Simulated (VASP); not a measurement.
Wanted: the native input for a VASP 6.6.1 run.

```yaml
Task: single point
Functional: PBEsol
Potentials_or_basis: VASP PAW PBE potentials, release 64 (Ru_pv)
Cutoff: 520 eV
k_mesh: 1 × 1 × 15
Occupations: gaussian, width 0.05 eV
Spin: collinear spin, ferromagnetic start
Starting_moments: "[1.5, 1.5] μB"
Dipole_correction: no
Further_INCAR_settings: ALGO = Normal; EDIFF = 1e-07; NBANDS = 25
```

The structure of Ru lies in POSCAR:

```
Ru
1.0
   10.1000000000      0.0000000000      0.0000000000
    0.0000000000      9.3000000000      0.0000000000
    0.0000000000      0.0000000000      3.7976471474
Ru
2
Direct
    0.4498553068      0.5000000000      0.0000000000
    0.5501446932      0.5000000000      0.5000000000
```

One way to write it, as run:

INCAR

```
SYSTEM = Ru
PREC = Accurate
ENCUT = 520
EDIFF = 1E-7
ISMEAR = 0
SIGMA = 0.05
LREAL = .False.
LASPH = .True.
NELM = 150
ALGO = Normal
ISIF = 2
LWAVE = .False.
LCHARG = .True.
ISPIN = 2
MAGMOM = 1.5 1.5
LORBIT = 11
LMAXMIX = 4
GGA = PS
LELF = .True.
LVHAR = .True.
NBANDS = 25
```

KPOINTS

```
regular mesh
0
Gamma
  1 1 15
  0 0 0
```

Potentials or basis: VASP PAW PBE potentials, release 64 (Ru_pv).

Launch:

```console
$ cat potpaw_PBE.64/Ru_pv/POTCAR > POTCAR
$ mpirun -np 1 vasp_std > vasp.out
```

It gave:

| Quantity | Value |
| --- | --- |
| Largest force | 0.320 eV/Å |
| Band gap on the k mesh | zero (filled and empty bands overlap) |
| Net moment | 0.02 μB per cell |
| Valence electrons inside the program's atomic spheres | Ru 12.74 |

Caveat: the PAW data sets were made with another functional, which shifts forces and pressure a little.

Run time: 2.7 min on 1 thread of AMD EPYC 9R45 96-Core Processor (Zen 5), on a shared host, peak memory 0.5 GiB.
